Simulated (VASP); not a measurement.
Set up this calculation in VASP 6.6.1, as the native input.

- Task: single point
- Functional: PBE
- Potentials or basis: VASP PAW PBE potentials, release 64 (Ca_sv, Ti_sv, N)
- Cutoff: 520 eV
- k mesh: 4 × 4 × 4
- Occupations: gaussian, width 0.1 eV
- Spin: collinear spin
- Starting moments: [0.0, 0.0, 0.0, 1.0, 0.0] μB
- Dipole correction: no
- Further INCAR settings: ALGO = Normal; EDIFF = 1e-06; NBANDS = 36

The structure of Ca3TiN lies in POSCAR:

```
Ca3TiN
1.0
    4.9905155237      0.0000000000      0.0000000000
    0.0000000000      4.9905155237      0.0000000000
    0.0000000000      0.0000000000      4.9905155237
Ca Ti N
3 1 1
Direct
    0.5000000000      0.5000000000      0.0000000000
    0.0000000000      0.5000000000      0.5000000000
    0.5000000000      0.0000000000      0.5000000000
    0.0000000000      0.0000000000      0.0000000000
    0.5000000000      0.5000000000      0.5000000000
```

The cell was built from a structure type or drawn by symmetry, and may not be a known phase.

These files were run (other wordings do the same):

INCAR

```
ALGO = Normal
EDIFF = 1E-6
ENCUT = 520
GGA = PE
ISIF = 2
ISMEAR = 0
ISPIN = 2
LASPH = True
LCHARG = True
LELF = True
LMAXMIX = 4
LORBIT = 11
LREAL = False
LVHAR = True
LWAVE = False
MAGMOM = 0 0 0 1 0
NBANDS = 36
NELM = 150
PREC = Accurate
SIGMA = 0.1
```

KPOINTS

```
k-points
0
Gamma
  4 4 4
```

Potentials or basis: VASP PAW PBE potentials, release 64 (Ca_sv, Ti_sv, N).

Launch:

```sh
$ cat potpaw_PBE.64/Ca_sv/POTCAR potpaw_PBE.64/Ti_sv/POTCAR potpaw_PBE.64/N/POTCAR > POTCAR
$ mpirun -np 1 vasp_std > vasp.out
```

Results of the run:

```json
{
 "Pressure": "-0.9 GPa",
 "Net moment": "0.00 μB per cell",
 "Valence electrons inside the program's atomic spheres": "Ca 8.18; Ti 10.07; N 3.57"
}
```

It took 3 min on 1 thread of Intel(R) Xeon(R) Platinum 8488C (Sapphire Rapids), on a shared host, peak memory 0.32 GiB.
